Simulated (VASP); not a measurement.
Set up this calculation in VASP 6.6.1, as the native input.

```yaml
Task: relaxation of cell and atoms
Functional: PBE
Potentials_or_basis: VASP PAW PBE potentials, release 64 (Ca_sv)
Cutoff: 600 eV
k_mesh: 16 × 16 × 16
Occupations: fermi-dirac, width 0.1 eV
Spin: no spin polarisation
Target_pressure: 51 GPa
Dipole_correction: no
Further_INCAR_settings: ALGO = Normal; EDIFF = 1e-06; IBRION = 2; EDIFFG = -0.005; NSW = 32; ISIF = 3
```

The structure of Ca lies in POSCAR:

```
Ca
1.0
   -1.6457809785      1.6457809785      1.6457809785
    1.6457809785     -1.6457809785      1.6457809785
    1.6457809785      1.6457809785     -1.6457809785
Ca
1
Direct
    0.0000000000      0.0000000000      0.0000000000
```

This isn't the form of Ca at room conditions, which is fcc.

These files were run (other wordings do the same):

INCAR

```
PREC     = Accurate       # precision mode
ENCUT    = 600            # plane-wave cutoff, eV
EDIFF    = 1E-6           # SCF threshold, eV
ISMEAR   = -1             # smearing method
SIGMA    = 0.1            # smearing width, eV
LREAL    = F              # projectors in reciprocal space
LASPH    = T              # aspherical terms in the spheres
NELM     = 60             # most SCF steps
ALGO     = Normal         # electronic algorithm
ISIF     = 3              # what is computed and relaxed
LWAVE    = F              # write WAVECAR
LCHARG   = F              # write CHGCAR
GGA      = PE             # functional
IBRION   = 2              # ionic algorithm
NSW      = 32             # ionic steps
EDIFFG   = -0.005         # ionic threshold
PSTRESS  = 510.0
```

KPOINTS

```
Automatic mesh
0
Gamma
  16 16 16
```

Potentials or basis: VASP PAW PBE potentials, release 64 (Ca_sv).

Launch:

```bash
$ cat potpaw_PBE.64/Ca_sv/POTCAR > POTCAR
$ mpirun -np 1 vasp_std > vasp.out
```

Results of the run:

```
Relaxed volume                                             : 17.87 Å³/atom
Relaxed cell                                               : a = 2.853 Å, b = 2.853 Å, c = 2.853 Å, α = 109.47°, β = 109.47°, γ = 109.47°
Space group after relaxing (to 0.1 Å)                      : Im-3m (No. 229)
Energy change on relaxing (the run minimises the enthalpy) : -13.1 meV/atom
Ionic steps                                                : 3
Pressure after relaxing                                    : 51.0 GPa
Band gap on the k mesh                                     : zero (bands 5 and 6 overlap by 2.86 eV)
```

Caveat: the cell is relaxed towards a set pressure, so the run minimises the enthalpy, not the energy.

It took 30 s on 1 thread of Intel(R) Xeon(R) Platinum 8375C CPU @ 2.90GHz (Ice Lake), on a shared host, peak memory 0.17 GiB.
